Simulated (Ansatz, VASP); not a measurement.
## Al3N in VASP and in Ansatz

```
CELL_PARAMETERS angstrom
4.86994 0.00000 0.00000
-2.43497 4.21749 0.00000
0.00000 0.00000 5.22361
ATOMIC_POSITIONS crystal
Al 0.32672 0.32672 0.25000
Al 0.00000 0.32672 0.75000
Al 0.67328 0.00000 0.25000
Al 0.67328 0.67328 0.75000
Al 0.00000 0.67328 0.25000
Al 0.32672 0.00000 0.75000
N 0.00000 0.00000 0.00000
N 0.00000 0.00000 0.50000
```

Alike in both runs: functional PBE; k mesh 6 × 6 × 4; occupations gaussian, width 0.1 eV; no spin polarisation.

Ansatz relaxed the structure, and its values are those at the end. VASP's run is a single point on that final structure, the one shown.

|  | VASP | Ansatz |
| --- | --- | --- |
| version | VASP 6.6.1 | Ansatz 0.2.0 |
| potentials or method | VASP PAW PBE potentials, release 64 (Al, N), cutoff 520 eV | scalar-relativistic, plane waves, PAW |
| valence electrons in the cell | 28 | 28 |

```csv
,VASP,Ansatz,Ansatz less VASP
gap on the k mesh at the Fermi level (eV),none,none,-
pressure (GPa),-0.1,0.0,+0.11
rms of the force components (eV/Å),0.005,0.000,-0.0047
```

A gap of «none» marks a metal or a gap that the smearing closes.
